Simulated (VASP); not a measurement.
# ZnO (P6_3mc) in VASP: further runs, part 2 of 2

VASP 6.6.1. The steps go on from the part before.

## (4) Electric field gradients, PBE (volume scaled by 1.02)

The input, INCAR:

```
ALGO = Normal ; EDIFF = 1E-8
ENCUT = 520 ; GGA = PE
ISIF = 2 ; ISMEAR = -1
LASPH = True ; LCHARG = False
LEFG = True ; LREAL = False
LWAVE = False ; NBANDS = 26
NELM = 60 ; PREC = Accurate
SIGMA = 0.02
```

The input, KPOINTS:

```
k-points
0
Gamma
  11 11 6
```

The input, POSCAR:

```
ZnO
1.0
    3.2709185479      0.0000000000      0.0000000000
   -1.6354592739      2.8326985562      0.0000000000
    0.0000000000      0.0000000000      5.2382632560
Zn O
2 2
Direct
    0.3333333333      0.6666666667      0.0000000000
    0.6666666667      0.3333333333      0.5000000000
    0.3333333333      0.6666666667      0.3821000000
    0.6666666667      0.3333333333      0.8821000000
```

Potentials or basis: VASP PAW PBE potentials, release 64 (Zn, O).

The run is started by

```console
cat potpaw_PBE.64/Zn/POTCAR potpaw_PBE.64/O/POTCAR > POTCAR
mpirun -np 1 vasp_std > vasp.out
```

OUTCAR:

```text
EDIFF = 1E-8
   ENCUT = 520
   GGA = PE
   ISIF = 2
   ISMEAR = -1
   LASPH = True
   LREAL = False
   NELM = 60
   PREC = Accurate

 ion  position               nearest neighbor table
   1  0.333  0.667  0.000-   4 1.99   4 1.99   4 1.99   3 2.00
   2  0.667  0.333  0.500-   3 1.99   3 1.99   3 1.99   4 2.00
   3  0.333  0.667  0.382-   2 1.99   2 1.99   2 1.99   1 2.00
   4  0.667  0.333  0.882-   1 1.99   1 1.99   1 1.99   2 2.00

  LATTYP: Found a hexagonal cell.
 ALAT       =     3.2709185479
 C/A-ratio  =     1.6014655147

  Lattice vectors:

 A1 = (   3.2709185479,   0.0000000000,   0.0000000000)
 A2 = (  -1.6354592739,   2.8326985562,   0.0000000000)
 A3 = (   0.0000000000,   0.0000000000,   5.2382632560)

Analysis of symmetry for initial positions (statically):
=====================================================================
 Subroutine PRICEL returns:
 Original cell was already a primitive cell.

 Routine SETGRP: Setting up the symmetry group for a
 hexagonal supercell.

 Subroutine GETGRP returns: Found 12 space group operations
 (whereof  6 operations were pure point group operations)
 out of a pool of 24 trial point group operations.

The static configuration has the point symmetry C_3v.
 The point group associated with its full space group is C_6v.

Analysis of symmetry for dynamics (positions and initial velocities):
=====================================================================
 Subroutine PRICEL returns:
 Original cell was already a primitive cell.

 Routine SETGRP: Setting up the symmetry group for a
 hexagonal supercell.

 Subroutine GETGRP returns: Found 12 space group operations
 (whereof  6 operations were pure point group operations)
 out of a pool of 24 trial point group operations.

The dynamic configuration has the point symmetry C_3v.
 The point group associated with its full space group is C_6v.

 Subroutine INISYM returns: Found 12 space group operations
 (whereof  6 operations are pure point group operations),
 and found     1 'primitive' translations

----------------------------------------------------------------------------------------

                                     Primitive cell

  volume of cell :      48.5353

  direct lattice vectors                    reciprocal lattice vectors
     3.270918548  0.000000000  0.000000000     0.305724519  0.176510133  0.000000000
    -1.635459274  2.832698556  0.000000000     0.000000000  0.353020267  0.000000000
     0.000000000  0.000000000  5.238263256     0.000000000  0.000000000  0.190902967

  length of vectors
     3.270918548  3.270918548  5.238263256     0.353020267  0.353020267  0.190902967

  position of ions in fractional coordinates (direct lattice)
     0.333333333  0.666666667  0.000000000
     0.666666667  0.333333333  0.500000000
     0.333333333  0.666666667  0.382100000
     0.666666667  0.333333333  0.882100000

  ion indices of the primitive-cell ions
[... 88 lines left out ...]
   NELECT =      36.0000    total number of electrons
   NUPDOWN=      -1.0000    fix difference up-down
   EMIN   =  10.00;   EMAX   =-10.00  energy-range for DOS
   EFERMI =   0.00;   METHOD = LEGACY
   ISMEAR =    -1;   SIGMA  =   0.02  broadening in eV -4-tet -1-fermi 0-gaus
   EFERMI_NEDOS =   21; number of points for ismear=-14 and -15
   IALGO  =     38    algorithm
   IMIX   =      4    mixing-type and parameters
     AMIX     =   0.40;   BMIX     =  1.00
     AMIX_MAG =   1.60;   BMIX_MAG =  1.00
  volume/ion in A,a.u.               =      12.13        81.88
  Fermi-wavevector in a.u.,A,eV,Ry     =   1.481915  2.800413 29.879361  2.196071
  Thomas-Fermi vector in A             =   2.595766
   LORBIT       =      0    0 simple, 1 ext, 2 COOP (PROOUT), +10 PAW based schemes
   GGA     = PE    functional components
   LHFCALC =     F    Hartree Fock is set to
   AEXX    =    0.0000 exact exchange contribution
   IVDW    =     0    specifies the selected vdW correction
   LEPSILON=     F    determine dielectric tensor
   LRPA    =     F    only Hartree local field effects (RPA)
 non-spin polarized calculation
  energy-cutoff  :      520.00
  volume of cell :       48.54
 maximum number of plane-waves:      1326
   NGX = 13   NGY = 13   NGZ = 19

 number of electron      36.0000021 magnetization

 Free energy of the ion-electron system (eV)
  ---------------------------------------------------
  ext. energy  EPLUGINS =         0.00000000
  ---------------------------------------------------
  free energy    TOTEN  =       -17.84998118 eV

  energy without entropy =      -17.84998118  energy(sigma->0) =      -17.84998118

 E-fermi :   1.4138     XC(G=0): -10.8077

 val. band max:        1.0294642861   @ k =   0.0000   0.0000   0.0000
 cond. band min:       1.7901396455   @ k =   0.0000   0.0000   0.0000
 fundamental gap:      0.7606753594
 Fermi energy:         1.4137939503

 k-point     1 :       0.0000    0.0000    0.0000
  band No.  band energies     occupation
      1     -16.9068      2.00000
      2     -16.2072      2.00000
      3      -4.5835      2.00000
      4      -4.5835      2.00000
      5      -4.5009      2.00000
      6      -4.4298      2.00000
[... 685 lines left out ...]
     25      13.9605      0.00000
     26      15.4398      0.00000

 [... further k-points ...]

------------------------ aborting loop because EDIFF is reached ----------------------------------------

  FORCE on cell =-STRESS in cart. coord.  units (eV):
  Direction    XX          YY          ZZ          XY          YZ          ZX
  --------------------------------------------------------------------------------------
  -------------------------------------------------------------------------------------
  Total        0.8901804      0.8901804      0.9974266      0.0000000      0.0000000     -0.0000000
  in kB       29.3853718     29.3853718     32.9256327      0.0000000      0.0000000     -0.0000000
  external PRESSURE =      30.5654588 kB  Pullay stress =       0.0000000 kB

 VOLUME and BASIS-vectors are now :
 -----------------------------------------------------------------------------
  energy-cutoff  :      520.00
  volume of cell :       48.54
      direct lattice vectors                 reciprocal lattice vectors
     3.270918548  0.000000000  0.000000000     0.305724519  0.176510133  0.000000000
    -1.635459274  2.832698556  0.000000000     0.000000000  0.353020267  0.000000000
     0.000000000  0.000000000  5.238263256     0.000000000  0.000000000  0.190902967

 POSITION                                       TOTAL-FORCE (eV/Angst)
 -----------------------------------------------------------------------------------
     -0.00000      1.88847      0.00000        -0.000000      0.000000      0.032369
      1.63546      0.94423      2.61913        -0.000000      0.000000      0.032369
     -0.00000      1.88847      2.00154         0.000000     -0.000000     -0.032369
      1.63546      0.94423      4.62067         0.000000      0.000000     -0.032369
 -----------------------------------------------------------------------------------
    total drift:                               -0.000001     -0.000001     -0.000435

  FREE ENERGIE OF THE ION-ELECTRON SYSTEM (eV)
  ---------------------------------------------------
  free  energy   TOTEN  =       -17.8499811816 eV

  energy  without entropy=      -17.8499811816  energy(sigma->0) =      -17.84998118

 Electric field gradients (V/A^2)
---------------------------------------------------------------------
 ion       V_xx      V_yy      V_zz      V_xy      V_xz      V_yz
---------------------------------------------------------------------
   1      -3.692    -3.691     7.383     0.001     0.000    -0.000
   2      -3.692    -3.691     7.383     0.001    -0.000     0.000
   3       1.689     1.683    -3.372    -0.004     0.000    -0.000
   4       1.689     1.683    -3.372    -0.004    -0.000     0.000
---------------------------------------------------------------------

 Electric field gradients after diagonalization (V/A^2)
 (convention: |V_zz| > |V_xx| > |V_yy|)
----------------------------------------------------------------------
 ion       V_xx      V_yy      V_zz     asymmetry (V_yy - V_xx)/ V_zz
----------------------------------------------------------------------
   1      -3.692    -3.690     7.383       0.000
   2      -3.692    -3.690     7.383       0.000
   3       1.691     1.681    -3.372       0.003
   4       1.691     1.681    -3.372       0.003
----------------------------------------------------------------------

           NMR quadrupolar parameters

 Cq : quadrupolar parameter    Cq=e*Q*V_zz/h
 eta: asymmetry parameters     (V_yy - V_xx)/ V_zz
 Q  : nuclear electric quadrupole moment in mb (millibarn)
----------------------------------------------------------------------
 ion       Cq(MHz)       eta       Q (mb)
----------------------------------------------------------------------
   1       0.018       0.000       1.000
   2       0.018       0.000       1.000
   3      -0.008       0.003       1.000
   4      -0.008       0.003       1.000
----------------------------------------------------------------------
```

OSZICAR:

```text
N       E                     dE             d eps       ncg     rms          rms(c)
DAV:   1     0.299152398011E+03    0.29915E+03   -0.18079E+04  3344   0.200E+03
DAV:   2     0.114991618994E+02   -0.28765E+03   -0.26932E+03  3536   0.414E+02
DAV:   3    -0.204589193839E+02   -0.31958E+02   -0.31563E+02  3628   0.140E+02
DAV:   4    -0.210882677337E+02   -0.62935E+00   -0.62814E+00  3746   0.200E+01
DAV:   5    -0.210914350450E+02   -0.31673E-02   -0.31671E-02  3582   0.147E+00    0.143E+01
DAV:   6    -0.176816989372E+02    0.34097E+01   -0.66783E+00  5276   0.621E+01    0.871E+00
DAV:   7    -0.178883717229E+02   -0.20667E+00   -0.29459E+00  3418   0.171E+01    0.523E+00
DAV:   8    -0.178981239879E+02   -0.97523E-02   -0.51029E-01  4854   0.742E+00    0.164E+00
DAV:   9    -0.178472460444E+02    0.50878E-01   -0.10352E-01  4842   0.632E+00    0.299E-01
DAV:  10    -0.178498522604E+02   -0.26062E-02   -0.36624E-02  3374   0.133E+00    0.127E-01
DAV:  11    -0.178499471753E+02   -0.94915E-04   -0.59208E-04  3690   0.348E-01    0.364E-02
DAV:  12    -0.178499760344E+02   -0.28859E-04   -0.13786E-04  3986   0.334E-01    0.169E-02
DAV:  13    -0.178499863146E+02   -0.10280E-04   -0.29313E-05  3744   0.103E-01    0.194E-02
DAV:  14    -0.178499814512E+02    0.48633E-05   -0.15894E-05  3662   0.373E-02    0.199E-03
DAV:  15    -0.178499813251E+02    0.12613E-06   -0.19166E-06  3400   0.124E-02    0.952E-04
DAV:  16    -0.178499812594E+02    0.65731E-07   -0.67946E-08  3990   0.349E-03    0.678E-04
DAV:  17    -0.178499811809E+02    0.78505E-07   -0.48574E-08  3484   0.284E-03    0.249E-04
DAV:  18    -0.178499811816E+02   -0.74215E-09   -0.12320E-09  1744   0.291E-04
   1 F= -.17849981E+02 E0= -.17849981E+02  d E =-.214359E-10
```

stdout:

```text
POSCAR found type information on POSCAR ZnO
 POSCAR found :  2 types and       4 ions
 scaLAPACK will be used
 LDA part: xc-table for (Slater+PW92), standard interpolation
 POSCAR, INCAR and KPOINTS ok, starting setup
 FFT: planning ... GRIDC
 FFT: planning ... GRID_SOFT
 FFT: planning ... GRID
 WAVECAR not read
 entering main loop
ion   1

ion   2

ion   3

ion   4
```

Wall time 63 s (1 thread of Intel Xeon Platinum 8375C at 2.90GHz (Ice Lake), shared host); peak memory 0.2 GiB.

Results:

```
Free energy            : -17.8500 eV
Pressure               : 3.1 GPa
Largest force          : 0.032 eV/Å
Band gap on the k mesh : 0.76 eV, direct
```

Forces on the atoms (eV/Å):
```
Zn   0.000  0.000  0.032
Zn   0.000  0.000  0.032
O    0.000  0.000 -0.032
O    0.000  0.000 -0.032
```

Electric field gradients, principal values (V/Å²):
| atom | least | middle | greatest (by size) |
| --- | --- | --- | --- |
| 1 Zn | -3.690 | -3.692 | 7.383 |
| 2 Zn | -3.690 | -3.692 | 7.383 |
| 3 O | 1.681 | 1.691 | -3.372 |
| 4 O | 1.681 | 1.691 | -3.372 |

Caveat: without QUAD_EFG the Cq values of the log hold for a quadrupole moment of 1 mb, not for the nuclei.
